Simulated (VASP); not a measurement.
# TaN (Fm-3m) in VASP: notebook

TaN is run at these levels: PBE; tasks: single point.

All numbers are computed with VASP 6.6.1; they aren't measurements. Logs are shortened: lines on timing, memory, paths and dates and some standing lists are left out, and cuts for length are marked.

## Step 1: The cell of the first run

The structure is cubic, space group Fm-3m (No. 225). The conventional cell has a = 4.358 Å, b = 4.358 Å, c = 4.358 Å, α = 90.00°, β = 90.00°, γ = 90.00°. Within 2.9 Å of Ta (site symmetry m-3m) lie 6 N at 2.18 Å. N (site symmetry m-3m) has 6 Ta at 2.18 Å within 2.9 Å.

## Step 2: Single point, PBE

INCAR

```
  PREC = Accurate
  ENCUT = 520
  EDIFF = 1E-6
  ISMEAR = -1
  SIGMA = 0.05
  LREAL = False
  LASPH = True
  NELM = 80
  ALGO = Normal
  ISIF = 2
  LWAVE = False
  LCHARG = True
  GGA = PE
  LELF = True
  LVHAR = True
  NBANDS = 15
```

KPOINTS

```
regular mesh
0
Gamma
  10 10 10
```

POSCAR

```
TaN
1.0
    0.0000000000      2.1790013100      2.1790013100
    2.1790013100      0.0000000000      2.1790013100
    2.1790013100      2.1790013100      0.0000000000
Ta N
1 1
Direct
    0.5000000000      0.5000000000      0.5000000000
    0.0000000000      0.0000000000      0.0000000000
```

Potentials or basis: VASP PAW PBE potentials, release 64 (Ta_pv, N).

Started as:

```bash
$ cat potpaw_PBE.64/Ta_pv/POTCAR potpaw_PBE.64/N/POTCAR > POTCAR
$ mpirun -np 1 vasp_std > vasp.out
```

OUTCAR:

```text
PREC = Accurate
   ENCUT = 520
   EDIFF = 1E-6
   ISMEAR = -1
   LREAL = False
   LASPH = True
   NELM = 80
   ISIF = 2
   GGA = PE

 ion  position               nearest neighbor table
   1  0.500  0.500  0.500-   2 2.18   2 2.18   2 2.18   2 2.18   2 2.18   2 2.18
   2  0.000  0.000  0.000-   1 2.18   1 2.18   1 2.18   1 2.18   1 2.18   1 2.18

  LATTYP: Found a face centered cubic cell.
 ALAT       =     4.3580026200

  Lattice vectors:

 A1 = (   0.0000000000,   2.1790013100,   2.1790013100)
 A2 = (   2.1790013100,   0.0000000000,   2.1790013100)
 A3 = (   2.1790013100,   2.1790013100,   0.0000000000)

Analysis of symmetry for initial positions (statically):
=====================================================================
 Subroutine PRICEL returns:
 Original cell was already a primitive cell.

 Routine SETGRP: Setting up the symmetry group for a
 face centered cubic supercell.

 Subroutine GETGRP returns: Found 48 space group operations
 (whereof 48 operations were pure point group operations)
 out of a pool of 48 trial point group operations.

The static configuration has the point symmetry O_h .

Analysis of symmetry for dynamics (positions and initial velocities):
=====================================================================
 Subroutine PRICEL returns:
 Original cell was already a primitive cell.

 Routine SETGRP: Setting up the symmetry group for a
 face centered cubic supercell.

 Subroutine GETGRP returns: Found 48 space group operations
 (whereof 48 operations were pure point group operations)
 out of a pool of 48 trial point group operations.

The dynamic configuration has the point symmetry O_h .

 Subroutine INISYM returns: Found 48 space group operations
 (whereof 48 operations are pure point group operations),
 and found     1 'primitive' translations

----------------------------------------------------------------------------------------

                                     Primitive cell

  volume of cell :      20.6920

  direct lattice vectors                    reciprocal lattice vectors
     0.000000000  2.179001310  2.179001310    -0.229462918  0.229462918  0.229462918
     2.179001310  0.000000000  2.179001310     0.229462918 -0.229462918  0.229462918
     2.179001310  2.179001310  0.000000000     0.229462918  0.229462918 -0.229462918

  length of vectors
     3.081573205  3.081573205  3.081573205     0.397441433  0.397441433  0.397441433

  position of ions in fractional coordinates (direct lattice)
     0.500000000  0.500000000  0.500000000
[... 88 lines left out ...]
   PSTRESS=    0.0 pullay stress
   NELECT =      16.0000    total number of electrons
   NUPDOWN=      -1.0000    fix difference up-down
   EMIN   =  10.00;   EMAX   =-10.00  energy-range for DOS
   EFERMI =   0.00;   METHOD = LEGACY
   ISMEAR =    -1;   SIGMA  =   0.05  broadening in eV -4-tet -1-fermi 0-gaus
   EFERMI_NEDOS =   21; number of points for ismear=-14 and -15
   IALGO  =     38    algorithm
   IMIX   =      4    mixing-type and parameters
     AMIX     =   0.40;   BMIX     =  1.00
     AMIX_MAG =   1.60;   BMIX_MAG =  1.00
  volume/ion in A,a.u.               =      10.35        69.82
  Fermi-wavevector in a.u.,A,eV,Ry     =   1.502614  2.839528 30.719885  2.257848
  Thomas-Fermi vector in A             =   2.613831
   LORBIT       =      0    0 simple, 1 ext, 2 COOP (PROOUT), +10 PAW based schemes
   GGA     = PE    functional components
   LHFCALC =     F    Hartree Fock is set to
   AEXX    =    0.0000 exact exchange contribution
   IVDW    =     0    specifies the selected vdW correction
   LEPSILON=     F    determine dielectric tensor
   LRPA    =     F    only Hartree local field effects (RPA)
 non-spin polarized calculation
  energy-cutoff  :      520.00
  volume of cell :       20.69
 maximum number of plane-waves:       568
   NGX = 11   NGY = 11   NGZ = 11

 number of electron      16.0000000 magnetization

 Free energy of the ion-electron system (eV)
  ---------------------------------------------------
  ext. energy  EPLUGINS =         0.00000000
  ---------------------------------------------------
  free energy    TOTEN  =       -21.79991777 eV

  energy without entropy =      -21.79431960  energy(sigma->0) =      -21.79711868

 E-fermi :   9.8854     XC(G=0): -13.5902

 val. band max:        9.7825576985   @ k =  -0.2000   0.2000   0.0000
 cond. band min:       9.9229846596   @ k =  -0.3000   0.3000   0.1000
 fundamental gap:      0.1404269612
 Fermi energy:         9.8853805881

 k-point     1 :       0.0000    0.0000    0.0000
  band No.  band energies     occupation
      1     -25.8785      2.00000
      2     -25.8785      2.00000
      3     -25.8785      2.00000
      4      -9.2238      2.00000
      5       5.9637      2.00000
      6       5.9637      2.00000
      7       5.9637      2.00000
      8       7.6713      2.00000
      9       7.6713      2.00000
     10       7.6713      2.00000
     11       9.9236      0.63541
     12       9.9236      0.63540
     13      11.6200      0.00000
     14      19.2738      0.00000
[... 401 lines left out ...]
      2     -26.1450      2.00000
      3     -26.1164      2.00000
      4      -7.6173      2.00000
      5       1.7781      2.00000
      6       3.8320      2.00000
      7       4.5587      2.00000
      8       5.8762      2.00000
      9      12.1223      0.00000
     10      12.9077      0.00000
     11      12.9898      0.00000
     12      13.9941      0.00000
     13      18.5524      0.00000
     14      20.8698      0.00000
     15      22.2816      0.00000

 [... further k-points ...]

------------------------ aborting loop because EDIFF is reached ----------------------------------------

  FORCE on cell =-STRESS in cart. coord.  units (eV):
  Direction    XX          YY          ZZ          XY          YZ          ZX
  --------------------------------------------------------------------------------------
  -------------------------------------------------------------------------------------
  Total        1.9923325      1.9923325      1.9923325      0.0000000      0.0000000      0.0000000
  in kB      154.2659001    154.2659001    154.2659001      0.0000000      0.0000000      0.0000000
  external PRESSURE =     154.2659001 kB  Pullay stress =       0.0000000 kB

 VOLUME and BASIS-vectors are now :
 -----------------------------------------------------------------------------
  energy-cutoff  :      520.00
  volume of cell :       20.69
      direct lattice vectors                 reciprocal lattice vectors
     0.000000000  2.179001310  2.179001310    -0.229462918  0.229462918  0.229462918
     2.179001310  0.000000000  2.179001310     0.229462918 -0.229462918  0.229462918
     2.179001310  2.179001310  0.000000000     0.229462918  0.229462918 -0.229462918

 POSITION                                       TOTAL-FORCE (eV/Angst)
 -----------------------------------------------------------------------------------
      2.17900      2.17900      2.17900         0.000000      0.000000     -0.000000
      0.00000      0.00000      0.00000        -0.000000     -0.000000      0.000000
 -----------------------------------------------------------------------------------
    total drift:                                0.000000     -0.000000     -0.000000

  FREE ENERGIE OF THE ION-ELECTRON SYSTEM (eV)
  ---------------------------------------------------
  free  energy   TOTEN  =       -21.7999177674 eV

  energy  without entropy=      -21.7943196010  energy(sigma->0) =      -21.79711868
```

It took 5.1 s on 1 thread of Intel Xeon 6975P-C (Granite Rapids), shared host; peak memory 0.14 GiB.

Results:

```
Free energy            : -21.7999 eV
Pressure               : 15.4 GPa
Band gap on the k mesh : zero (band 8 reaches 11.84 eV, above the bottom of band 9 at 7.67 eV)
```

Levels at points of the mesh, in eV from the Fermi level:
```csv
k point,band 4,band 5,band 6,band 7,band 8,band 9,band 10,band 11,band 12,band 13
"(0.00, 0.00, 0.00)",-19.11,-3.92,-3.92,-3.92,-2.21,-2.21,-2.21,0.04,0.04,1.73
"(0.50, 0.00, 0.00)",-15.92,-10.63,-7.80,-7.80,1.96,1.96,2.05,3.89,7.80,7.80
"(0.50, 0.50, 0.00)",-17.85,-6.72,-5.69,-4.72,-4.72,2.17,3.67,3.67,4.80,7.10
```

Caveat: spin-orbit coupling is left out, which moves the levels of the heavy elements.

## Step 3: Single point, PBE, collinear spin, ferromagnetic start

INCAR

```
  PREC = Accurate
  ENCUT = 520
  EDIFF = 1E-6
  ISMEAR = 0
  SIGMA = 0.05
  LREAL = False
  LASPH = True
  NELM = 150
  ALGO = Normal
  ISIF = 2
  LWAVE = False
  LCHARG = False
  ISPIN = 2
  MAGMOM = 0.5 0
  LORBIT = 11
  LMAXMIX = 4
  GGA = PE
  NBANDS = 19
```

KPOINTS

```
Automatic mesh
0
Gamma
  7 7 7
```

POSCAR is that of step 2.

Potentials or basis: VASP PAW PBE potentials, release 64 (Ta_pv, N).

Started as:

```bash
$ cat potpaw_PBE.64/Ta_pv/POTCAR potpaw_PBE.64/N/POTCAR > POTCAR
$ mpirun -np 1 vasp_std > vasp.out
```

Run time: 8.6 s. Hardware: 1 thread of AMD EPYC 9R45 (Zen 5), shared host; peak memory 0.12 GiB.

Results (log left out):

```yaml
Free_energy: -21.8059 eV
Pressure: 15.3 GPa
Band_gap_on_the_k_mesh: zero (filled and empty bands overlap)
Net_moment: 0.00 μB per cell
Valence_electrons_inside_the_program's_atomic_spheres: Ta 8.99; N 3.80
```

Levels at points of the mesh, in eV from the Fermi level:
Spin up:
| k point | band 6 | band 7 | band 8 | band 9 | band 10 | band 11 |
| --- | --- | --- | --- | --- | --- | --- |
| (0.00, 0.00, 0.00) | -3.85 | -3.85 | -2.20 | -2.20 | -2.20 | 0.05 |
Spin down:
```
           k point  band 5  band 6  band 7  band 8  band 9  band 10  band 11  band 12
(0.00, 0.00, 0.00)   -3.85   -3.85   -3.85   -2.20   -2.20    -2.20     0.05     0.05
```

Caveat: spin-orbit coupling is left out, which moves the levels of the heavy elements.

## Step 4: Single point, PBE, collinear spin, ferromagnetic start

INCAR

```
SYSTEM = TaN
PREC     = Accurate       ! precision mode
ENCUT    = 520            ! plane-wave cutoff, eV
EDIFF    = 1E-6           ! SCF threshold, eV
ISMEAR   = 0              ! smearing method
SIGMA    = 0.05           ! smearing width, eV
LREAL    = .False.        ! projectors in reciprocal space
LASPH    = .True.         ! aspherical terms in the spheres
NELM     = 150            ! most SCF steps
ALGO     = Normal         ! electronic algorithm
ISIF     = 2              ! what is computed and relaxed
LWAVE    = .False.        ! write WAVECAR
LCHARG   = .True.         ! write CHGCAR
ISPIN    = 2              ! spin polarisation
MAGMOM   = 3 0            ! initial moments
LORBIT   = 11             ! projections on sites
NUPDOWN  = 3.0            ! fixed moment
LMAXMIX  = 4              ! l up to which the mixer works
GGA      = PE             ! functional
LELF     = .True.         ! ELF
LVHAR    = .True.       
NBANDS   = 19             ! bands
```

KPOINTS

```
regular mesh
0
Gamma
  7 7 7
  0 0 0
```

POSCAR is that of step 3.

Started as:

```bash
$ cat potpaw_PBE.64/Ta_pv/POTCAR potpaw_PBE.64/N/POTCAR > POTCAR
$ mpirun -np 1 vasp_std > vasp.out
```

It took 9 s on 1 thread of AMD EPYC 9R45 (Zen 5), shared host; peak memory 0.13 GiB.

Results (log left out):

| Item | Value |
| --- | --- |
| Free energy | -16.2297 eV |
| Pressure | 71.5 GPa |
| Net moment | 3.00 μB per cell |
| Site moments | Ta +1.68; N +0.56 μB |
| Valence electrons inside the program's atomic spheres | Ta 9.18; N 3.77 |

Caveat: spin-orbit coupling is left out, which moves the levels of the heavy elements; the total moment is fixed, so each spin has its own Fermi level.

## Step 5: The runs side by side

```csv
spin,fixed moment (μB),k mesh,smearing,gap on the mesh (eV),pressure (GPa),moment (μB)
off,-,10 × 10 × 10,fermi-dirac 0.05 eV,none,15.4,-
"collinear, ferromagnetic start",-,7 × 7 × 7,gaussian 0.05 eV,none,15.3,0.00
"collinear, ferromagnetic start",3.0,7 × 7 × 7,gaussian 0.05 eV,-,71.5,3.00
```

Alike in all rows: task single point; level PBE; potentials or basis VASP PAW PBE potentials, release 64 (Ta_pv, N); cell as given; cutoff (eV) 520.

Caveats: spin-orbit coupling is left out, which moves the levels of the heavy elements; the total moment is fixed, so each spin has its own Fermi level (some runs).

Absolute energies hang on the potentials; compare differences alone.
